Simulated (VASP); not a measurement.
SiNi:

```xyz
8
Lattice="4.5186 0.0000 0.0000 0.0000 4.5186 0.0000 0.0000 0.0000 4.5186" Properties=species:S:1:pos:R:3 pbc="T T T"
Si    2.9530    0.6937    1.5656
Si    0.6937    1.5656    2.9530
Si    1.5656    2.9530    0.6937
Si    3.8249    3.8249    3.8249
Ni    1.5862    3.8455    2.9324
Ni    3.8455    2.9324    1.5862
Ni    2.9324    1.5862    3.8455
Ni    0.6731    0.6731    0.6731
```

| Property | Result |
| --- | --- |
| Program | VASP 6.6.1 |
| Task | relaxation of cell and atoms |
| Functional | PBEsol |
| Potentials or basis | VASP PAW PBE potentials, release 64 (Si, Ni) |
| Cutoff | 600 eV |
| k mesh | 8 × 8 × 8 |
| Occupations | gaussian, width 0.1 eV |
| Spin | no spin polarisation |

At the start: pressure -6.1 GPa; volume 11.53 Å³/atom.

**Question.** Where does the relaxation end?

**Answer.** Over 10 steps the energy falls by 7.3 meV/atom and the volume is 11.16 Å³/atom (-3.2 %); space group P2_13 (No. 198, to 0.05 Å).

Step by step:
| step | energy change (eV) | largest force (eV/Å) | pressure (GPa) | volume (Å³) |
| --- | --- | --- | --- | --- |
| 1 | 0.0000 | 0.0205 | -6.12 | 92.26 |
| 2 | -0.0008 | 0.0371 | 6.86 | 86.50 |
| 3 | -0.0587 | 0.0061 | -0.03 | 89.30 |
| 4 | -0.0586 | 0.0068 | 0.04 | 89.24 |
| 5 | -0.0587 | 0.0045 | 0.10 | 89.27 |
| 6 | -0.0586 | 0.0031 | -0.20 | 89.37 |
| 7 | -0.0587 | 0.0028 | -0.09 | 89.31 |
| 8 | -0.0587 | 0.0037 | -0.13 | 89.29 |
| 9 | -0.0587 | 0.0043 | -0.09 | 89.28 |
| 10 | -0.0587 | 0.0046 | -0.04 | 89.28 |

Final structure:
```cif
data_structure
_symmetry_space_group_name_H-M 'P 1'
_symmetry_Int_Tables_number 1
_cell_length_a 4.4694
_cell_length_b 4.4694
_cell_length_c 4.4694
_cell_angle_alpha 90.000
_cell_angle_beta 90.000
_cell_angle_gamma 90.000
_cell_volume 89.28
loop_
_atom_site_label
_atom_site_type_symbol
_atom_site_fract_x
_atom_site_fract_y
_atom_site_fract_z
_atom_site_occupancy
Si1 Si 0.65355 0.15355 0.34645 1
Si2 Si 0.15355 0.34645 0.65355 1
Si3 Si 0.34645 0.65355 0.15355 1
Si4 Si 0.84645 0.84645 0.84645 1
Ni1 Ni 0.35105 0.85105 0.64895 1
Ni2 Ni 0.85105 0.64895 0.35105 1
Ni3 Ni 0.64895 0.35105 0.85105 1
Ni4 Ni 0.14895 0.14895 0.14895 1
```

Caveat: the PAW data sets were made with another functional, which shifts forces and pressure a little.
